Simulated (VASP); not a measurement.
# SnO (Pm-3m) in VASP: further runs, part 2 of 2

VASP 6.6.1. Earlier steps stand in the parts before.

## Step 4: Single point, PBE

The input, INCAR:

```
ALGO = Normal ; EDIFF = 1E-6
ENCUT = 520 ; GGA = PE
ISIF = 2 ; ISMEAR = 0
LASPH = T ; LCHARG = F
LREAL = F ; LWAVE = F
NBANDS = 17 ; NELM = 100
PREC = Accurate ; SIGMA = 0.1
```

The input, KPOINTS:

```
k-points
0
Gamma
  18 18 18
```

The input, POSCAR:

```
SnO
1.0
    3.1314419861      0.0000000000      0.0000000000
    0.0000000000      3.1314419861      0.0000000000
    0.0000000000      0.0000000000      3.1314419861
Sn O
1 1
Direct
    0.5000000000      0.5000000000      0.5000000000
    0.0000000000      0.0000000000      0.0000000000
```

Potentials or basis: VASP PAW PBE potentials, release 64 (Sn_d, O).

On the command line:

```sh
$ cat potpaw_PBE.64/Sn_d/POTCAR potpaw_PBE.64/O/POTCAR > POTCAR
$ mpirun -np 1 vasp_std > vasp.out
```

OUTCAR:

```text
EDIFF = 1E-6
   ENCUT = 520
   GGA = PE
   ISIF = 2
   ISMEAR = 0
   LASPH = T
   LREAL = F
   NELM = 100
   PREC = Accurate

 ion  position               nearest neighbor table
   1  0.500  0.500  0.500-   2 2.71   2 2.71   2 2.71   2 2.71   2 2.71   2 2.71   2 2.71   2 2.71

   2  0.000  0.000  0.000-   1 2.71   1 2.71   1 2.71   1 2.71   1 2.71   1 2.71   1 2.71   1 2.71

  LATTYP: Found a simple cubic cell.
 ALAT       =     3.1314419861

  Lattice vectors:

 A1 = (   3.1314419861,   0.0000000000,   0.0000000000)
 A2 = (   0.0000000000,   3.1314419861,   0.0000000000)
 A3 = (   0.0000000000,   0.0000000000,   3.1314419861)

Analysis of symmetry for initial positions (statically):
=====================================================================
 Subroutine PRICEL returns:
 Original cell was already a primitive cell.

 Routine SETGRP: Setting up the symmetry group for a
 simple cubic supercell.

 Subroutine GETGRP returns: Found 48 space group operations
 (whereof 48 operations were pure point group operations)
 out of a pool of 48 trial point group operations.

The static configuration has the point symmetry O_h .

Analysis of symmetry for dynamics (positions and initial velocities):
=====================================================================
 Subroutine PRICEL returns:
 Original cell was already a primitive cell.

 Routine SETGRP: Setting up the symmetry group for a
 simple cubic supercell.

 Subroutine GETGRP returns: Found 48 space group operations
 (whereof 48 operations were pure point group operations)
 out of a pool of 48 trial point group operations.

The dynamic configuration has the point symmetry O_h .

 Subroutine INISYM returns: Found 48 space group operations
 (whereof 48 operations are pure point group operations),
 and found     1 'primitive' translations

[... 110 lines left out ...]
   EFERMI_NEDOS =   21; number of points for ismear=-14 and -15
   IALGO  =     38    algorithm
   IMIX   =      4    mixing-type and parameters
     AMIX     =   0.40;   BMIX     =  1.00
     AMIX_MAG =   1.60;   BMIX_MAG =  1.00
  volume/ion in A,a.u.               =      15.35       103.61
  Fermi-wavevector in a.u.,A,eV,Ry     =   1.419081  2.681674 27.399281  2.013790
  Thomas-Fermi vector in A             =   2.540139
   LORBIT       =      0    0 simple, 1 ext, 2 COOP (PROOUT), +10 PAW based schemes
   GGA     = PE    functional components
   LHFCALC =     F    Hartree Fock is set to
   AEXX    =    0.0000 exact exchange contribution
   IVDW    =     0    specifies the selected vdW correction
   LEPSILON=     F    determine dielectric tensor
   LRPA    =     F    only Hartree local field effects (RPA)
 non-spin polarized calculation
 Gauss-broadening in eV      SIGMA  =   0.10
  energy-cutoff  :      520.00
  volume of cell :       30.71
 maximum number of plane-waves:       849
 NGX is ok and might be reduce to    24
   NGX = 11   NGY = 11   NGZ = 11

 number of electron      19.9999986 magnetization

 Free energy of the ion-electron system (eV)
  ---------------------------------------------------
  ext. energy  EPLUGINS =         0.00000000
  ---------------------------------------------------
  free energy    TOTEN  =        -9.84145786 eV

  energy without entropy =       -9.84077691  energy(sigma->0) =       -9.84111739

 E-fermi :   8.1208     XC(G=0): -11.2686

 val. band max:        8.1203621686   @ k =   0.5000   0.1111   0.0556
 cond. band min:       8.1673581441   @ k =   0.5000   0.4444   0.4444
 fundamental gap:      0.0469959755
 Fermi energy:         8.1207931665

 k-point     1 :       0.0000    0.0000    0.0000
  band No.  band energies     occupation
      1     -13.6955      2.00000
      2     -13.6955      2.00000
      3     -13.3466      2.00000
      4     -13.3466      2.00000
      5     -13.3466      2.00000
      6      -9.8619      2.00000
[... 457 lines left out ...]
      4     -13.4103      2.00000
      5     -13.3508      2.00000
      6      -9.3085      2.00000
[... 9 lines left out ...]
     16      23.1367      0.00000
     17      24.8300      0.00000

 [... further k-points ...]

------------------------ aborting loop because EDIFF is reached ----------------------------------------

  FORCE on cell =-STRESS in cart. coord.  units (eV):
  Direction    XX          YY          ZZ          XY          YZ          ZX
  --------------------------------------------------------------------------------------
  -------------------------------------------------------------------------------------
  Total       -0.0046130     -0.0046130     -0.0046130      0.0000000     -0.0000000     -0.0000000
  in kB       -0.2406922     -0.2406922     -0.2406922      0.0000000     -0.0000000     -0.0000000
  external PRESSURE =      -0.2406922 kB  Pullay stress =       0.0000000 kB

 VOLUME and BASIS-vectors are now :
 -----------------------------------------------------------------------------
  energy-cutoff  :      520.00
  volume of cell :       30.71
      direct lattice vectors                 reciprocal lattice vectors
     3.131441986  0.000000000  0.000000000     0.319341698  0.000000000  0.000000000
     0.000000000  3.131441986  0.000000000     0.000000000  0.319341698  0.000000000
     0.000000000  0.000000000  3.131441986     0.000000000  0.000000000  0.319341698

 POSITION                                       TOTAL-FORCE (eV/Angst)
 -----------------------------------------------------------------------------------
      1.56572      1.56572      1.56572         0.000000      0.000000      0.000000
      0.00000      0.00000      0.00000         0.000000      0.000000      0.000000
 -----------------------------------------------------------------------------------
    total drift:                                0.000000      0.000000     -0.000000

  FREE ENERGIE OF THE ION-ELECTRON SYSTEM (eV)
  ---------------------------------------------------
  free  energy   TOTEN  =        -9.8414578586 eV

  energy  without entropy=       -9.8407769120  energy(sigma->0) =       -9.84111739
```

Wall time 27 s (1 thread of Intel Xeon 6975P-C (Granite Rapids), shared host); peak memory 0.22 GiB.

What came out:

| Item | Value |
| --- | --- |
| Free energy | -9.8415 eV |
| Pressure | 0.0 GPa |
| Band gap on the k mesh | zero (band 10 reaches 8.12 eV, above the bottom of band 11 at 8.05 eV) |

Levels at points of the mesh, in eV from the Fermi level:
| k point | band 6 | band 7 | band 8 | band 9 | band 10 | band 11 | band 12 | band 13 | band 14 | band 15 |
| --- | --- | --- | --- | --- | --- | --- | --- | --- | --- | --- |
| (0.00, 0.00, 0.00) | -17.98 | -7.56 | -2.52 | -2.52 | -2.52 | 7.86 | 7.86 | 7.86 | 7.95 | 7.95 |
| (0.50, 0.00, 0.00) | -17.31 | -8.87 | -1.79 | -1.79 | -1.14 | 0.36 | 7.02 | 7.02 | 11.00 | 11.02 |
| (0.50, 0.50, 0.00) | -16.75 | -5.44 | -5.44 | -4.85 | -1.65 | 3.34 | 3.34 | 8.52 | 9.72 | 14.89 |
| (0.50, 0.50, 0.50) | -16.65 | -3.31 | -3.31 | -3.31 | -1.48 | -0.07 | -0.07 | -0.07 | 12.21 | 12.21 |

Caveat: spin-orbit coupling is left out, which moves the levels of the heavy elements.

## Step 5: Relaxation of cell and atoms, PBE

The input, INCAR:

```
PREC = Accurate
ENCUT = 600
EDIFF = 1E-6
ISMEAR = 0
SIGMA = 0.1
LREAL = F
LASPH = T
NELM = 100
ALGO = Normal
ISIF = 3
LWAVE = F
LCHARG = F
GGA = PE
IBRION = 2
NSW = 100
EDIFFG = -0.01
```

The input, KPOINTS:

```
regular mesh
0
Gamma
  18 18 18
```

POSCAR is that of step 4.

Potentials or basis: VASP PAW PBE potentials, release 64 (Sn_d, O).

On the command line:

```sh
$ cat potpaw_PBE.64/Sn_d/POTCAR potpaw_PBE.64/O/POTCAR > POTCAR
$ mpirun -np 1 vasp_std > vasp.out
```

OUTCAR:

```text
PREC = Accurate
   ENCUT = 600
   EDIFF = 1E-6
   ISMEAR = 0
   LREAL = F
   LASPH = T
   NELM = 100
   ISIF = 3
   GGA = PE
   IBRION = 2
   NSW = 100
   EDIFFG = -0.01

 ion  position               nearest neighbor table
   1  0.500  0.500  0.500-   2 2.71   2 2.71   2 2.71   2 2.71   2 2.71   2 2.71   2 2.71   2 2.71

   2  0.000  0.000  0.000-   1 2.71   1 2.71   1 2.71   1 2.71   1 2.71   1 2.71   1 2.71   1 2.71

  LATTYP: Found a simple cubic cell.
 ALAT       =     3.1314419861

  Lattice vectors:

 A1 = (   3.1314419861,   0.0000000000,   0.0000000000)
 A2 = (   0.0000000000,   3.1314419861,   0.0000000000)
 A3 = (   0.0000000000,   0.0000000000,   3.1314419861)

Analysis of symmetry for initial positions (statically):
=====================================================================
 Subroutine PRICEL returns:
 Original cell was already a primitive cell.

 Routine SETGRP: Setting up the symmetry group for a
 simple cubic supercell.

 Subroutine GETGRP returns: Found 48 space group operations
[... 9 lines left out ...]

 Routine SETGRP: Setting up the symmetry group for a
 simple cubic supercell.

[... 169 lines left out ...]
      7       0.5607      2.00000
      8       5.6004      2.00000
      9       5.6004      2.00000
     10       5.6004      2.00000
     11      15.9754      0.00000
     12      15.9754      0.00000
     13      15.9754      0.00000
     14      16.0726      0.00000
[... 377 lines left out ...]
      1     -13.6641      2.00000
      2     -13.4963      2.00000
      3     -13.4327      2.00000
      4     -13.4114      2.00000
      5     -13.3518      2.00000
      6      -9.3092      2.00000
      7      -0.2653      2.00000
      8       5.0531      2.00000
      9       6.1696      2.00000
     10       7.1317      2.00000
     11      10.0348      0.00000
     12      14.0470      0.00000
     13      15.5437      0.00000
     14      18.4381      0.00000

 [... further k-points ...]

------------------------ aborting loop because EDIFF is reached ----------------------------------------

  FORCE on cell =-STRESS in cart. coord.  units (eV):
  Direction    XX          YY          ZZ          XY          YZ          ZX
  --------------------------------------------------------------------------------------
  -------------------------------------------------------------------------------------
  Total       -0.0104539     -0.0104539     -0.0104539      0.0000000     -0.0000000      0.0000000
  in kB       -0.5454495     -0.5454495     -0.5454495      0.0000000     -0.0000000      0.0000000
  external PRESSURE =      -0.5454495 kB  Pullay stress =       0.0000000 kB

 VOLUME and BASIS-vectors are now :
 -----------------------------------------------------------------------------
  energy-cutoff  :      600.00
  volume of cell :       30.71
      direct lattice vectors                 reciprocal lattice vectors
     3.131441986  0.000000000  0.000000000     0.319341698  0.000000000  0.000000000
     0.000000000  3.131441986  0.000000000     0.000000000  0.319341698  0.000000000
     0.000000000  0.000000000  3.131441986     0.000000000  0.000000000  0.319341698

 POSITION                                       TOTAL-FORCE (eV/Angst)
 -----------------------------------------------------------------------------------
      1.56572      1.56572      1.56572         0.000000      0.000000      0.000000
      0.00000      0.00000      0.00000         0.000000      0.000000      0.000000
 -----------------------------------------------------------------------------------
    total drift:                                0.000000      0.000000      0.000000

  FREE ENERGIE OF THE ION-ELECTRON SYSTEM (eV)
  ---------------------------------------------------
  free  energy   TOTEN  =        -9.8429348317 eV

  energy  without entropy=       -9.8422543587  energy(sigma->0) =       -9.84259460

 reached required accuracy - stopping structural energy minimisation
```

Run time: 45 s. Hardware: 1 thread of Intel Xeon 6975P-C (Granite Rapids), shared host; peak memory 0.25 GiB.

Results:

```yaml
Free_energy: -9.8429 eV
Pressure_after_relaxing: -0.1 GPa
Band_gap_on_the_k_mesh: zero (band 10 reaches 8.12 eV, above the bottom of band 11 at 8.05 eV)
```

Final structure:
```
Sn O
1.0
     3.13144    0.00000    0.00000
     0.00000    3.13144    0.00000
     0.00000    0.00000    3.13144
Sn O
1 1
Cartesian
  1.5657 1.5657 1.5657
  0.0000 0.0000 0.0000
```

Levels at points of the mesh, in eV from the Fermi level:
| k point | band 6 | band 7 | band 8 | band 9 | band 10 | band 11 | band 12 | band 13 | band 14 |
| --- | --- | --- | --- | --- | --- | --- | --- | --- | --- |
| (0.00, 0.00, 0.00) | -17.98 | -7.56 | -2.52 | -2.52 | -2.52 | 7.86 | 7.86 | 7.86 | 7.95 |
| (0.50, 0.00, 0.00) | -17.31 | -8.87 | -1.79 | -1.79 | -1.14 | 0.36 | 7.02 | 7.02 | 11.01 |
| (0.50, 0.50, 0.00) | -16.75 | -5.44 | -5.44 | -4.85 | -1.65 | 3.34 | 3.34 | 8.52 | 9.72 |
| (0.50, 0.50, 0.50) | -16.65 | -3.31 | -3.31 | -3.31 | -1.48 | -0.07 | -0.07 | -0.07 | 12.20 |

Caveat: the relaxation stopped at its first step, so nothing moved; spin-orbit coupling is left out, which moves the levels of the heavy elements.

## Step 6: Summary

```csv
task,cell,k mesh,cutoff (eV),smearing,gap on the mesh (eV),pressure (GPa)
single point,"a = 3.131 Å, 2 atoms",12 × 12 × 12,520,gaussian 0.01 eV,none,0.0
relaxation of cell and atoms,"relaxed from a = 3.135 Å, 2 atoms",12 × 12 × 12,600,gaussian 0.01 eV,none,0.0
single point,"a = 3.131 Å, 2 atoms",18 × 18 × 18,520,gaussian 0.1 eV,none,0.0
relaxation of cell and atoms,"relaxed from a = 3.131 Å, 2 atoms",18 × 18 × 18,600,gaussian 0.1 eV,none,-0.1
```

Alike in all rows: level PBE; potentials or basis VASP PAW PBE potentials, release 64 (Sn_d, O); no spin polarisation.

Caveats: spin-orbit coupling is left out, which moves the levels of the heavy elements; the relaxation stopped at its first step, so nothing moved (some runs).

Total energies depend on the potentials used, so only differences within one code and one set of settings carry meaning.
